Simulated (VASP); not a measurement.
Wanted: the native input for a VASP 6.6.1 run.

```yaml
Task: single point
Functional: LDA
Potentials_or_basis: VASP PAW LDA potentials, release 64 (H)
Cutoff: 520 eV
k_mesh: 1 × 1 × 1
Occupations: fermi-dirac, width 0.02 eV
Spin: no spin polarisation
Dipole_correction: no
Further_INCAR_settings: ALGO = Normal; EDIFF = 1e-07; NBANDS = 8
```

The structure of H2 lies in POSCAR:

```
H
1.0
    9.0000000000      0.0000000000      0.0000000000
    0.0000000000      9.5000000000      0.0000000000
    0.0000000000      0.0000000000     10.0000000000
H
2
Direct
    0.5000000000      0.5000000000      0.4617376680
    0.5000000000      0.5000000000      0.5382623320
```

One way to write it, as run:

INCAR

```
PREC     = Accurate       # precision mode
ENCUT    = 520            # plane-wave cutoff, eV
EDIFF    = 1E-7           # SCF threshold, eV
ISMEAR   = -1             # smearing method
SIGMA    = 0.02           # smearing width, eV
LREAL    = F              # projectors in reciprocal space
LASPH    = T              # aspherical terms in the spheres
NELM     = 100            # most SCF steps
ALGO     = Normal         # electronic algorithm
ISIF     = 2              # what is computed and relaxed
LWAVE    = F              # write WAVECAR
LCHARG   = F              # write CHGCAR
NBANDS   = 8              # bands
```

KPOINTS

```
Automatic mesh
0
Gamma
  1 1 1
```

Potentials or basis: VASP PAW LDA potentials, release 64 (H).

The run is started by

```bash
$ cat potpaw_LDA.64/H/POTCAR > POTCAR
$ mpirun -np 1 vasp_gam > vasp.out
```

Results of the run:

```json
{
  "Largest force": "0.016 eV/Å",
  "Gap between the frontier levels": "9.97 eV"
}
```

It took 14 s on 1 thread of AMD EPYC 7R13 Processor (Zen 3), on a shared host, peak memory 0.45 GiB.
